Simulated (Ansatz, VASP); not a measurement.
**Si in VASP and in Ansatz**

File INCAR:

```
PREC = Accurate
ENCUT = 500
EDIFF = 1E-6
ISMEAR = 0
SIGMA = 0.1
LREAL = F
LASPH = T
NELM = 120
ALGO = Normal
ISIF = 2
LWAVE = F
LCHARG = F
GGA = PE
NBANDS = 11
GGA_COMPAT = F
```

KPOINTS

```
regular mesh
0
Gamma
  6 6 6
```

Contents of POSCAR:

```
Si
1.0
    0.0000000000      2.6391781353      2.6391781353
    2.6391781353      0.0000000000      2.6391781353
    2.6391781353      2.6391781353      0.0000000000
Si
2
Direct
    0.7500000000      0.7500000000      0.7500000000
    0.5000000000      0.5000000000      0.5000000000
```

Input for Ansatz:

```yaml
crystal:
  lattice:
    - [0.0, 2.639178135274439, 2.639178135274439]
    - [2.639178135274439, 0.0, 2.639178135274439]
    - [2.639178135274439, 2.639178135274439, 0.0]
  atoms:
    - { symbol: Si, position: [0.75, 0.75, 0.75] }
    - { symbol: Si, position: [0.5, 0.5, 0.5] }
kpoints:
  mp_grid:
    grid: [6, 6, 6]
hamiltonian:
  xc: pbe
  pseudopotentials:
    kind: nc
scf:
  max_iter: 60
  algorithm: density_mixing
  n_extra_bands: 2
  convergence:
    dr2_threshold: 1.0e-06
  occupations:
    method: gaussian
  eigensolver:
    kind: davidson
    mixed_precision: false
output:
  stress: true
```

Alike in both runs: task single point; functional PBE; k mesh 6 × 6 × 6; no spin polarisation.

|  | VASP | Ansatz |
| --- | --- | --- |
| version | VASP 6.6.1 | Ansatz 0.2.0 |
| potentials or method | VASP PAW PBE potentials, release 64 (Si) | plane waves, norm-conserving potentials |
| plane-wave cutoff (eV) | 500 | 490 |
| occupations | gaussian, width 0.1 eV | gaussian |
| valence electrons in the cell | 8 | 8 |

```tsv
	VASP	Ansatz	Ansatz less VASP
pressure (GPa)	12.0	11.9	-0.04
```

Ansatz's warnings: stress scf threshold loose.
